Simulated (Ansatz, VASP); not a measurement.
## One calculation of C, two programs

```
C
1.0
    -1.20888    1.20888    1.20888
     1.20888   -1.20888    1.20888
     1.20888    1.20888   -1.20888
C
1
Direct
  0.00000 0.00000 0.00000
```

Alike in both runs: task single point; functional revPBE; k mesh 21 × 21 × 21; occupations fermi-dirac, width 0.1 eV; no spin polarisation.

```csv
,VASP,Ansatz
version,VASP 6.6.1,Ansatz 0.2.0
potentials or method,"VASP PAW PBE potentials, release 64 (C), cutoff 520 eV","plane waves (420 eV) with PAW, scalar-relativistic"
valence electrons in the cell,4,4
```

```csv
,VASP,Ansatz,Ansatz less VASP
pressure (GPa),-6.6,-6.6,-0.05
```

VASP's potentials were made for PBE, not for revPBE.
